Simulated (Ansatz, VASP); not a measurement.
**Ti: VASP beside Ansatz**

```
Ti
1.0
     2.93573    0.00000    0.00000
    -1.46787    2.54242    0.00000
     0.00000    0.00000    4.64086
Ti
2
Cartesian
  0.0000 1.6949 1.1602
  1.4679 0.8475 3.4806
```

Alike in both runs: task single point; functional r2SCAN; dispersion rVV10; k mesh 9 × 9 × 4; occupations gaussian, width 0.1 eV; no spin polarisation.

```csv
,VASP,Ansatz
version,VASP 6.6.1,Ansatz 0.2.0
potentials or method,"VASP PAW PBE potentials, release 64 (Ti_sv), cutoff 520 eV","scalar-relativistic, plane waves, PAW"
valence electrons in the cell,24,24
```

|  | VASP | Ansatz | Ansatz less VASP |
| --- | --- | --- | --- |
| gap on the k mesh at the Fermi level (eV) | none | none | - |
| pressure (GPa) | -0.8 | -1.2 | -0.38 |
| traceless stress, the component that is largest in VASP (GPa) | -0.76 | -0.78 | -0.024 |

VASP's potentials were made for PBE, not for r2SCAN. A gap of «none» marks a metal or a gap that the smearing closes.
